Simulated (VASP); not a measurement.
AlN (zincblende type):

```
Al N
1.0
     0.00000    2.15443    2.15443
     2.15443    0.00000    2.15443
     2.15443    2.15443    0.00000
Al N
1 1
Direct
  0.00000 0.00000 0.00000
  0.25000 0.25000 0.25000
```

```yaml
Program: VASP 6.6.1
Task: relaxation of cell and atoms
Functional: r2SCAN
Potentials_or_basis: VASP PAW PBE potentials, release 64 (Al, N)
Cutoff: 600 eV
k_mesh: 15 × 15 × 15
Occupations: fermi-dirac, width 0.08 eV
Spin: no spin polarisation
```

At the start: pressure 9.3 GPa; volume 10.00 Å³/atom.

Where does the relaxation end?

Over 4 steps the energy falls by 11.8 meV/atom and the volume is 10.41 Å³/atom (+4.1 %); space group F-43m (No. 216, to 0.1 Å) before and after.

The path:
```tsv
step	energy change (eV)	largest force (eV/Å)	pressure (GPa)	volume (Å³)
1	0.0000	0.0000	9.31	20.00
2	0.0003	0.0000	-8.26	21.73
3	-0.0236	0.0000	-0.12	20.84
4	-0.0236	0.0000	0.05	20.82
```

Final structure:
```yaml
crystal:
  lattice:
    - [0.00000, 2.18363, 2.18363]
    - [2.18363, 0.00000, 2.18363]
    - [2.18363, 2.18363, 0.00000]
  atoms:
    - { symbol: Al, position: [0.00000, 0.00000, 0.00000] }
    - { symbol: N, position: [0.25000, 0.25000, 0.25000] }
```

Caveat: the PAW data sets were made with another functional, which shifts forces and pressure a little.
